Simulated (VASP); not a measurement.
# W (Im-3m) in VASP: a series of runs, part 2 of 2

VASP 6.6.1.

### 3 Relaxation of cell and atoms, PBE

This run uses another cell than the first one, of 15.85 Å³/atom, 0.983 times its volume.

INCAR reads:

```
SYSTEM = W
PREC = Accurate
ENCUT = 600
EDIFF = 1E-7
ISMEAR = 1
SIGMA = 0.1
LREAL = .False.
LASPH = .True.
NELM = 60
ALGO = Normal
ISIF = 3
LWAVE = .False.
LCHARG = .False.
GGA = PE
IBRION = 2
NSW = 80
EDIFFG = -0.01
```

KPOINTS reads:

```
regular mesh
0
Gamma
  20 20 20
  0 0 0
```

POSCAR reads:

```
W
1.0
   -1.5823450000      1.5823450000      1.5823450000
    1.5823450000     -1.5823450000      1.5823450000
    1.5823450000      1.5823450000     -1.5823450000
W
1
Direct
    0.0000000000      0.0000000000      0.0000000000
```

Potentials or basis: VASP PAW PBE potentials, release 64 (W_sv).

Started as:

```sh
cat potpaw_PBE.64/W_sv/POTCAR > POTCAR
mpirun -np 1 vasp_std > vasp.out
```

OUTCAR:

```text
SYSTEM = W
   PREC = Accurate
   ENCUT = 600
   EDIFF = 1E-7
   ISMEAR = 1
   LREAL = .False.
   LASPH = .True.
   NELM = 60
   ISIF = 3
   GGA = PE
   IBRION = 2
   NSW = 80
   EDIFFG = -0.01

 ion  position               nearest neighbor table
   1  0.000  0.000  0.000-

  LATTYP: Found a body centered cubic cell.
 ALAT       =     3.1646900000

  Lattice vectors:

 A1 = (  -1.5823450000,   1.5823450000,   1.5823450000)
 A2 = (   1.5823450000,  -1.5823450000,   1.5823450000)
 A3 = (   1.5823450000,   1.5823450000,  -1.5823450000)

Analysis of symmetry for initial positions (statically):
=====================================================================
 Subroutine PRICEL returns:
[... 285 lines left out ...]

 E-fermi :  11.2314     XC(G=0): -13.5332

 val. band max:       11.2301044214   @ k =   0.5000   0.5000   0.2000
 cond. band min:      11.2474081526   @ k =  -0.3000   0.3500   0.2000
 fundamental gap:      0.0173037313
 Fermi energy:        11.2313684022

 k-point     1 :       0.0000    0.0000    0.0000
  band No.  band energies     occupation
      1     -63.0452      2.00000
      2     -26.6342      2.00000
      3     -26.6342      2.00000
      4     -26.6342      2.00000
      5       1.6377      2.00000
      6       9.9684      2.00000
      7       9.9684      2.00000
      8       9.9684      2.00000
      9      13.3827      0.00000
     10      13.3827      0.00000
     11      25.6421      0.00000
[... 309 lines left out ...]
 k-point    24 :       0.2500    0.1000    0.0000
  band No.  band energies     occupation
      1     -62.9598      2.00000
      2     -27.4578      2.00000
      3     -26.9081      2.00000
      4     -26.6806      2.00000
      5       4.9148      2.00000
      6       8.3780      2.00000
      7       9.0711      2.00000
      8      12.6554     -0.00000
      9      13.9698      0.00000
     10      14.2616      0.00000
     11      25.0024      0.00000

 [... further k-points ...]
[... 5 lines left out ...]
  --------------------------------------------------------------------------------------
  -------------------------------------------------------------------------------------
  Total       -0.0007573     -0.0007573     -0.0007573      0.0000000      0.0000000      0.0000000
  in kB       -0.0750868     -0.0750868     -0.0750868      0.0000000      0.0000000      0.0000000
  external PRESSURE =      -0.0750868 kB  Pullay stress =       0.0000000 kB
[... 16 lines left out ...]
  FREE ENERGIE OF THE ION-ELECTRON SYSTEM (eV)
  ---------------------------------------------------
  free  energy   TOTEN  =       -12.9588061102 eV

  energy  without entropy=      -12.9587883268  energy(sigma->0) =      -12.95880018

 reached required accuracy - stopping structural energy minimisation
```

OSZICAR:

```text
N       E                     dE             d eps       ncg     rms          rms(c)
DAV:   1     0.824782353035E+02    0.82478E+02   -0.85256E+03  5656   0.158E+03
DAV:   2    -0.118952019259E+02   -0.94373E+02   -0.90957E+02  6076   0.355E+02
[... 33 lines left out ...]
   3 F= -.12958801E+02 E0= -.12958794E+02  d E =-.590701E-02
       N       E                     dE             d eps       ncg     rms          rms(c)
DAV:   1    -0.129588435223E+02   -0.42682E-04   -0.89133E-04  5806   0.473E-01    0.787E-02
DAV:   2    -0.129588108067E+02    0.32716E-04   -0.48105E-05  5779   0.947E-02    0.181E-02
DAV:   3    -0.129588054191E+02    0.53876E-05   -0.15861E-05  5905   0.526E-02    0.142E-02
DAV:   4    -0.129588061506E+02   -0.73158E-06   -0.37607E-07  5818   0.829E-03    0.178E-03
DAV:   5    -0.129588061102E+02    0.40403E-07   -0.29562E-08  2948   0.229E-03
   4 F= -.12958806E+02 E0= -.12958800E+02  d E =-.591226E-02
```

Wall time 1.7 min (1 thread of Intel Xeon Platinum 8488C (Sapphire Rapids), shared host); peak memory 0.19 GiB.

What came out:

```
Free energy                            : -12.9588 eV
Relaxed volume                         : 16.16 Å³/atom
Relaxed cell                           : a = 2.758 Å, b = 2.758 Å, c = 2.758 Å, α = 109.47°, β = 109.47°, γ = 109.47°
Space group after relaxing (to 0.05 Å) : Im-3m (No. 229)
Energy gained by relaxing              : 5.9 meV/atom
Ionic steps                            : 4
Pressure after relaxing                : 0.0 GPa
Band gap on the k mesh                 : zero (band 7 reaches 16.19 eV, above the bottom of band 8 at 9.97 eV)
```

The path:
```tsv
step	energy change (eV)	largest force (eV/Å)	pressure (GPa)	volume (Å³)
1	0.0000	0.0000	6.24	15.85
2	0.0633	0.0000	-18.11	17.31
3	-0.0059	0.0000	-0.17	16.17
4	-0.0059	0.0000	-0.01	16.16
```

Final structure:
```cif
data_structure
_symmetry_space_group_name_H-M 'P 1'
_symmetry_Int_Tables_number 1
_cell_length_a 2.7585
_cell_length_b 2.7585
_cell_length_c 2.7585
_cell_angle_alpha 109.471
_cell_angle_beta 109.471
_cell_angle_gamma 109.471
_cell_volume 16.16
loop_
_atom_site_label
_atom_site_type_symbol
_atom_site_fract_x
_atom_site_fract_y
_atom_site_fract_z
_atom_site_occupancy
W1 W 0.00000 0.00000 0.00000 1
```

Levels at points of the mesh, in eV from the Fermi level:
```
           k point  band 5  band 6  band 7  band 8  band 9  band 10
(0.00, 0.00, 0.00)   -9.59   -1.26   -1.26   -1.26    2.15     2.15
(0.50, 0.00, 0.00)   -6.22   -3.54    0.55    2.03    2.99     5.91
(0.50, 0.50, 0.50)   -5.75   -5.75    4.96    4.96    4.96     8.03
```

Caveat: spin-orbit coupling is left out, which moves the levels of the heavy elements.
